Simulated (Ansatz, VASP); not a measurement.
**BAs: VASP beside Ansatz**

The input POSCAR:

```
BAs
1.0
    0.0000000000      2.4212232444      2.3243743146
    2.4212232444      0.0000000000      2.3243743146
    2.4212232444      2.4212232444      0.0000000000
B As
1 1
Direct
    0.0000000000      0.0000000000      0.0000000000
    0.7500000000      0.7500000000      0.7500000000
```

The input INCAR.step1:

```
PREC = Accurate ; ENCUT = 520
ISMEAR = 0 ; SIGMA = 0.05
LREAL = False ; LASPH = True
NELM = 100 ; NBANDS = 11
GGA = PE ; ALGO = Normal
EDIFF = 1E-4 ; LWAVE = True
LCHARG = False
```

File INCAR.step2:

```
PREC = Accurate ; ENCUT = 520
EDIFF = 1E-6 ; ISMEAR = 0
SIGMA = 0.05 ; LREAL = False
LASPH = True ; NELM = 100
ALGO = Normal ; ISIF = 2
LWAVE = False ; LCHARG = False
METAGGA = R2SCAN ; LMIXTAU = True
NBANDS = 11 ; ISTART = 1
```

Contents of KPOINTS:

```
Automatic mesh
0
Gamma
  12 12 12
```

Input for Ansatz:

```yaml
crystal:
  lattice:
    - [0.0, 2.4212232444, 2.3243743146]
    - [2.4212232444, 0.0, 2.3243743146]
    - [2.4212232444, 2.4212232444, 0.0]
  atoms:
    - { symbol: B, position: [0.0, 0.0, 0.0] }
    - { symbol: As, position: [0.75, 0.75, 0.75] }
basis:
  ecutwfc: 500
kpoints:
  mp_grid: { grid: [12, 12, 12] }
hamiltonian:
  xc: r2scan
scf:
  occupations: { method: gaussian, width: 0.05 }
output:
  forces: true
  stress: true
  eigenvalues: true
  write_density: true
  write_potential: true
  elf: true
  volumetric_format: npy
```

Alike in both runs: task single point; functional r2SCAN; k mesh 12 × 12 × 12; occupations gaussian, width 0.05 eV; no spin polarisation.

```csv
,VASP,Ansatz
version,VASP 6.6.1,Ansatz 0.2.0
potentials or method,"VASP PAW PBE potentials, release 64 (B, As), cutoff 520 eV","scalar-relativistic, plane waves, PAW"
valence electrons in the cell,8,18
```

|  | VASP | Ansatz | Ansatz less VASP |
| --- | --- | --- | --- |
| gap on the k mesh at the Fermi level (eV) | 0.74 | 0.74 | 0.000 |
| least direct gap on the mesh (eV) | 3.00 | 2.99 | -0.004 |
| pressure (GPa) | 0.9 | 0.6 | -0.25 |
| traceless stress, the component that is largest in VASP (GPa) | 5.71 | 5.72 | +0.010 |

VASP's potentials were made for PBE, not for r2SCAN. VASP's potentials hold 8 valence electrons a cell and Ansatz's 18, so a difference there can come from the potentials and not from the codes.
